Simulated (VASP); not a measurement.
# Si (I4/mmm) in VASP: further runs

The runs below take Si through single point, with LDA.

All numbers are computed with VASP 6.6.1; they aren't measurements. Logs are shortened: lines on timing, memory, paths and dates and some standing lists are left out, and cuts for length are marked.

## Step 1: The cell of the first run

The structure is tetragonal, space group I4/mmm (No. 139). Conventional cell: a = 3.369 Å, b = 3.369 Å, c = 2.531 Å, α = 90.00°, β = 90.00°, γ = 90.00°. Within 3.3 Å of Si (site symmetry 4/mmm) lie 10 Si at 2.53 to 2.70 Å.

## Step 2: Single point, LDA (strain +0.030 along x and y, -0.030 along z)

The input, INCAR:

```
SYSTEM = Si
PREC     = Accurate       ! precision mode
ENCUT    = 520            ! plane-wave cutoff, eV
EDIFF    = 1E-6           ! SCF threshold, eV
ISMEAR   = 0              ! smearing method
SIGMA    = 0.15           ! smearing width, eV
LREAL    = .False.        ! projectors in reciprocal space
LASPH    = .True.         ! aspherical terms in the spheres
NELM     = 100            ! most SCF steps
ALGO     = Normal         ! electronic algorithm
ISIF     = 2              ! what is computed and relaxed
LWAVE    = .False.        ! write WAVECAR
LCHARG   = .True.         ! write CHGCAR
LELF     = .True.         ! ELF
LVHAR    = .True.       
NBANDS   = 8              ! bands
```

The input, KPOINTS:

```
Automatic mesh
0
Gamma
  28 28 28
  0 0 0
```

The input, POSCAR:

```
Si
1.0
   -1.6847328291      1.6847328291      1.2656679211
    1.6847328291     -1.6847328291      1.2656679211
    1.6847328291      1.6847328291     -1.2656679211
Si
1
Direct
    0.0000000000      0.0000000000      0.0000000000
```

Potentials or basis: VASP PAW LDA potentials, release 64 (Si).

Launch:

```
> cat potpaw_LDA.64/Si/POTCAR > POTCAR
> mpirun -np 1 vasp_std > vasp.out
```

OUTCAR:

```text
SYSTEM = Si
   PREC = Accurate
   ENCUT = 520
   EDIFF = 1E-6
   ISMEAR = 0
   LREAL = .False.
   LASPH = .True.
   NELM = 100
   ISIF = 2

 ion  position               nearest neighbor table
   1  0.000  0.000  0.000-

  LATTYP: Found a body centered tetragonal cell.
 ALAT       =     3.3694656582
 C/A-ratio  =     0.7512573503

  Lattice vectors:

 A1 = (  -1.6847328291,   1.6847328291,   1.2656679211)
 A2 = (   1.6847328291,  -1.6847328291,   1.2656679211)
 A3 = (   1.6847328291,   1.6847328291,  -1.2656679211)

Analysis of symmetry for initial positions (statically):
=====================================================================
 Subroutine PRICEL returns:
 Original cell was already a primitive cell.

 Routine SETGRP: Setting up the symmetry group for a
 body centered tetragonal supercell.

 Subroutine GETGRP returns: Found 16 space group operations
 (whereof 16 operations were pure point group operations)
 out of a pool of 16 trial point group operations.

The static configuration has the point symmetry D_4h.

Analysis of symmetry for dynamics (positions and initial velocities):
=====================================================================
 Subroutine PRICEL returns:
 Original cell was already a primitive cell.

 Routine SETGRP: Setting up the symmetry group for a
 body centered tetragonal supercell.

 Subroutine GETGRP returns: Found 16 space group operations
 (whereof 16 operations were pure point group operations)
 out of a pool of 16 trial point group operations.

The dynamic configuration has the point symmetry D_4h.

 Subroutine INISYM returns: Found 16 space group operations
 (whereof 16 operations are pure point group operations),
 and found     1 'primitive' translations

----------------------------------------------------------------------------------------

                                     Primitive cell

  volume of cell :      14.3695

  direct lattice vectors                    reciprocal lattice vectors
    -1.684732829  1.684732829  1.265667921     0.000000000  0.296782962  0.395048331
     1.684732829 -1.684732829  1.265667921     0.296782962  0.000000000  0.395048331
     1.684732829  1.684732829 -1.265667921     0.296782962  0.296782962  0.000000000

  length of vectors
     2.697881520  2.697881520  2.697881520     0.494108602  0.494108602  0.419714491

  position of ions in fractional coordinates (direct lattice)
     0.000000000  0.000000000  0.000000000

  ion indices of the primitive-cell ions
   primitive index   ion index
                 1           1

----------------------------------------------------------------------------------------

 KPOINTS: Automatic mesh

Automatic generation of k-mesh.
 Grid dimensions read from file:
 generate k-points for:   28   28   28

 Generating k-lattice:

  Cartesian coordinates                     Fractional coordinates (reciprocal lattice)
     0.000000000  0.010599392  0.014108869     0.035714286  0.000000000  0.000000000
     0.010599392  0.000000000  0.014108869     0.000000000  0.035714286  0.000000000
     0.010599392  0.010599392  0.000000000     0.000000000  0.000000000  0.035714286

  Length of vectors
     0.017646736  0.017646736  0.014989803

  Shift w.r.t. Gamma in fractional coordinates (k-lattice)
     0.000000000  0.000000000  0.000000000

 Subroutine IBZKPT returns following result:
 ===========================================

 Found   1639 irreducible k-points:

 Following reciprocal coordinates:
            Coordinates               Weight
  0.000000  0.000000  0.000000      1.000000
  0.035714  0.000000  0.000000      8.000000
  0.071429  0.000000  0.000000      8.000000
  0.107143 -0.000000  0.000000      8.000000
  0.142857 -0.000000  0.000000      8.000000
  0.178571 -0.000000  0.000000      8.000000
[... 16 lines left out ...]
  0.285714  0.035714  0.000000     16.000000
  0.321429  0.035714  0.000000     16.000000
 [... further k-points ...]
   k-points           NKPTS =   1639   k-points in BZ     NKDIM =   1639   number of bands    NBANDS=      8
   number of dos      NEDOS =    301   number of ions     NIONS =      1
   total plane-waves  NPLWV =   8000
   dimension x,y,z NGX =    20 NGY =   20 NGZ =   20
   dimension x,y,z NGXF=    40 NGYF=   40 NGZF=   40
   ions per type =               1
   NGX,Y,Z   is equivalent  to a cutoff of  12.32, 12.32, 12.32 a.u.
   NGXF,Y,Z  is equivalent  to a cutoff of  24.65, 24.65, 24.65 a.u.
 SYSTEM =  Si
   PREC   = accura    normal or accurate (medium, high low for compatibility)
   ISTART =      0    job   : 0-new  1-cont  2-samecut
   ICHARG =      2    charge: 1-file 2-atom 10-const
   ISPIN  =      1    spin polarized calculation?
   LNONCOLLINEAR =      F non collinear calculations
   LSORBIT =      F    spin-orbit coupling
   LASPH  =      T    aspherical Exc in radial PAW
   ENCUT  =  520.0 eV  38.22 Ry    6.18 a.u.   5.02  5.02  5.02*2*pi/ulx,y,z
   NELM   =    100;   NELMIN=  2; NELMDL= -5     # of ELM steps
   EDIFF  = 0.1E-05   stopping-criterion for ELM
   LREAL  =      F    real-space projection
   EDIFFG = 0.1E-04   stopping-criterion for IOM
   NSW    =      0    number of steps for IOM
   IBRION =     -1    ionic relax: 0-MD 1-quasi-New 2-CG
   NFREE  =      0    steps in history (QN), initial steepest desc. (CG)
   ISIF   =      2    stress and relaxation
   ISYM   =      2    0-nonsym 1-usesym 2-fastsym
   POTIM  = 0.5000    time-step for ionic-motion
   TEBEG  =    0.0;   TEEND  =   0.0 temperature during run
   PSTRESS=    0.0 pullay stress
   NELECT =       4.0000    total number of electrons
   NUPDOWN=      -1.0000    fix difference up-down
   EMIN   =  10.00;   EMAX   =-10.00  energy-range for DOS
   EFERMI =   0.00;   METHOD = LEGACY
   ISMEAR =     0;   SIGMA  =   0.15  broadening in eV -4-tet -1-fermi 0-gaus
   EFERMI_NEDOS =   21; number of points for ismear=-14 and -15
   IALGO  =     38    algorithm
   IMIX   =      4    mixing-type and parameters
     AMIX     =   0.40;   BMIX     =  1.00
     AMIX_MAG =   1.60;   BMIX_MAG =  1.00
  volume/ion in A,a.u.               =      14.37        96.97
  Fermi-wavevector in a.u.,A,eV,Ry     =   1.068926  2.019977 15.546048  1.142602
  Thomas-Fermi vector in A             =   2.204589
   LORBIT       =      0    0 simple, 1 ext, 2 COOP (PROOUT), +10 PAW based schemes
   GGA     = CA    functional components
   LHFCALC =     F    Hartree Fock is set to
   AEXX    =    0.0000 exact exchange contribution
   IVDW    =     0    specifies the selected vdW correction
   LEPSILON=     F    determine dielectric tensor
   LRPA    =     F    only Hartree local field effects (RPA)
 non-spin polarized calculation
 Gauss-broadening in eV      SIGMA  =   0.15
  energy-cutoff  :      520.00
  volume of cell :       14.37
 maximum number of plane-waves:       404
   NGX = 11   NGY = 11   NGZ = 11

 number of electron       4.0000000 magnetization

 Free energy of the ion-electron system (eV)
  ---------------------------------------------------
  ext. energy  EPLUGINS =         0.00000000
  ---------------------------------------------------
  free energy    TOTEN  =        -5.55642033 eV

  energy without entropy =       -5.55184939  energy(sigma->0) =       -5.55413486

 E-fermi :  10.1505     XC(G=0): -11.2695

 val. band max:       10.1493712474   @ k =  -0.2500  -0.2857   0.1071
 cond. band min:      10.1514023427   @ k =  -0.1786   0.4286   0.1429
 fundamental gap:      0.0020310953
 Fermi energy:        10.1504931227

 k-point     1 :       0.0000    0.0000    0.0000
  band No.  band energies     occupation
      1      -4.2997      2.00000
      2      18.7297      0.00000
      3      18.9046      0.00000
      4      18.9046      0.00000
      5      21.7852      0.00000
      6      24.6301      0.00000
      7      26.5656      0.00000
      8      26.5656      0.00000

 k-point     2 :       0.0357    0.0000    0.0000
  band No.  band energies     occupation
      1      -4.2546      2.00000
      2      18.0494      0.00000
      3      18.7793      0.00000
      4      19.6458      0.00000
      5      21.7622      0.00000
      6      24.5713      0.00000
      7      26.2155      0.00000
      8      26.2949      0.00000

 k-point     3 :       0.0714    0.0000    0.0000
  band No.  band energies     occupation
      1      -4.1195      2.00000
      2      17.3595      0.00000
      3      18.4650      0.00000
      4      20.5032      0.00000
      5      21.4655      0.00000
      6      24.5335      0.00000
      7      25.4249      0.00000
      8      25.7460      0.00000

 k-point     4 :       0.1071   -0.0000    0.0000
  band No.  band energies     occupation
      1      -3.8945      2.00000
      2      16.7432      0.00000
      3      18.0666      0.00000
      4      20.5951      0.00000
      5      21.3143      0.00000
      6      24.5317      0.00000
      7      24.5885      0.00000
      8      25.4582      0.00000

 k-point     5 :       0.1429   -0.0000    0.0000
  band No.  band energies     occupation
      1      -3.5799      2.00000
      2      16.2039      0.00000
      3      17.6526      0.00000
      4      19.2788      0.00000
      5      21.7528      0.00000
      6      24.0639      0.00000
      7      24.1747      0.00000
      8      25.9638      0.00000
[... 177 lines left out ...]
 k-point    22 :       0.2500    0.0357    0.0000
  band No.  band energies     occupation
      1      -1.6595      2.00000
      2      13.4264      0.00000
      3      15.1288      0.00000
      4      16.9893      0.00000
      5      18.8263      0.00000
      6      21.3407      0.00000
      7      26.7031      0.00000
      8      27.1435      0.00000

 k-point    23 :       0.2857    0.0357    0.0000
  band No.  band energies     occupation
      1      -0.9372      2.00000
      2      11.8484      0.00000
      3      14.9480      0.00000
      4      16.6541      0.00000
      5      18.1928      0.00000
      6      20.7493      0.00000
      7      26.6291      0.00000
      8      28.5098      0.00000

 k-point    24 :       0.3214    0.0357    0.0000
  band No.  band energies     occupation
      1      -0.1297      2.00000
      2      10.3162      0.11818
      3      14.8362      0.00000
      4      16.2948      0.00000
      5      17.7109      0.00000
      6      20.2255      0.00000
      7      26.6499      0.00000
      8      29.9344      0.00000

 [... further k-points ...]

------------------------ aborting loop because EDIFF is reached ----------------------------------------

  FORCE on cell =-STRESS in cart. coord.  units (eV):
  Direction    XX          YY          ZZ          XY          YZ          ZX
  --------------------------------------------------------------------------------------
  -------------------------------------------------------------------------------------
  Total       -0.2893645     -0.2893645      0.0747227      0.0000000      0.0000000      0.0000000
  in kB      -32.2636908    -32.2636908      8.3314653      0.0000000      0.0000000      0.0000000
  external PRESSURE =     -18.7319721 kB  Pullay stress =       0.0000000 kB

 VOLUME and BASIS-vectors are now :
 -----------------------------------------------------------------------------
  energy-cutoff  :      520.00
  volume of cell :       14.37
      direct lattice vectors                 reciprocal lattice vectors
    -1.684732829  1.684732829  1.265667921     0.000000000  0.296782962  0.395048331
     1.684732829 -1.684732829  1.265667921     0.296782962  0.000000000  0.395048331
     1.684732829  1.684732829 -1.265667921     0.296782962  0.296782962  0.000000000

 POSITION                                       TOTAL-FORCE (eV/Angst)
 -----------------------------------------------------------------------------------
      0.00000      0.00000      0.00000         0.000000      0.000000      0.000000
 -----------------------------------------------------------------------------------
    total drift:                                0.000000      0.000000     -0.000000

  FREE ENERGIE OF THE ION-ELECTRON SYSTEM (eV)
  ---------------------------------------------------
  free  energy   TOTEN  =        -5.5564203297 eV

  energy  without entropy=       -5.5518493859  energy(sigma->0) =       -5.55413486
```

Run time: 56 s. Hardware: 1 thread of Intel Xeon Platinum 8559C (Emerald Rapids), shared host; peak memory 0.25 GiB.

What came out:

* Free energy: -5.5564 eV
* Pressure: -1.9 GPa
* Band gap on the k mesh: zero (band 2 reaches 19.02 eV, above the bottom of band 3 at 6.93 eV)

Stress tensor (GPa, compression positive):
```
-3.23  0.00  0.00
 0.00 -3.23  0.00
 0.00  0.00  0.83
```

Levels at points of the mesh, in eV from the Fermi level:
```csv
k point,band 1,band 2,band 3,band 4,band 5
"(0.00, 0.00, 0.00)",-14.45,8.58,8.75,8.75,11.63
"(0.50, 0.00, 0.00)",-6.09,-5.52,4.55,5.89,6.06
"(0.50, 0.50, 0.00)",-8.95,-7.33,10.37,11.56,11.83
"(0.50, 0.50, 0.50)",-2.88,-2.88,-2.76,1.06,6.17
```

Caveat: the cell differs from its parent crystal (strain +0.030 along x and y, -0.030 along z).

## Step 3: Single point, LDA (strain +0.015 along x and y, +0.000 along z)

The input, INCAR:

```
PREC     = Accurate       # precision mode
ENCUT    = 520            # plane-wave cutoff, eV
EDIFF    = 1E-6           # SCF threshold, eV
ISMEAR   = 0              # smearing method
SIGMA    = 0.15           # smearing width, eV
LREAL    = False          # projectors in reciprocal space
LASPH    = True           # aspherical terms in the spheres
NELM     = 100            # most SCF steps
ALGO     = Normal         # electronic algorithm
ISIF     = 2              # what is computed and relaxed
LWAVE    = False          # write WAVECAR
LCHARG   = False          # write CHGCAR
GGA      = CA             # functional
NBANDS   = 8              # bands
```

The input, KPOINTS:

```
Automatic mesh
0
Gamma
  28 28 28
```

The input, POSCAR:

```
Si
1.0
   -1.6601978850      1.6601978850      1.3048122898
    1.6601978850     -1.6601978850      1.3048122898
    1.6601978850      1.6601978850     -1.3048122898
Si
1
Direct
    0.0000000000      0.0000000000      0.0000000000
```

Potentials or basis: VASP PAW LDA potentials, release 64 (Si).

Launch:

```
> cat potpaw_LDA.64/Si/POTCAR > POTCAR
> mpirun -np 1 vasp_std > vasp.out
```

Wall time 54 s (1 thread of Intel Xeon Platinum 8559C (Emerald Rapids), shared host); peak memory 0.25 GiB.

It converged, with:

| Quantity | Value |
| --- | --- |
| Free energy | -5.5618 eV |
| Pressure | -2.6 GPa |
| Band gap on the k mesh | zero (band 2 reaches 19.38 eV, above the bottom of band 3 at 6.61 eV) |

Stress tensor (GPa, compression positive):
```
-2.84  0.00  0.00
 0.00 -2.84  0.00
 0.00  0.00 -2.10
```

Levels at points of the mesh, in eV from the Fermi level:
| k point | band 1 | band 2 | band 3 | band 4 | band 5 | band 6 |
| --- | --- | --- | --- | --- | --- | --- |
| (0.00, 0.00, 0.00) | -14.42 | 9.13 | 9.35 | 9.35 | 12.34 | 13.71 |
| (0.50, 0.00, 0.00) | -6.17 | -5.81 | 4.58 | 6.17 | 6.23 | 9.03 |
| (0.50, 0.50, 0.00) | -8.64 | -7.22 | 9.35 | 11.51 | 11.78 | 12.13 |
| (0.50, 0.50, 0.50) | -2.55 | -2.55 | -2.08 | 1.23 | 4.90 | 7.22 |

Caveat: the cell differs from its parent crystal (strain +0.015 along x and y, +0.000 along z).

(Continued in part 2 of 2.)
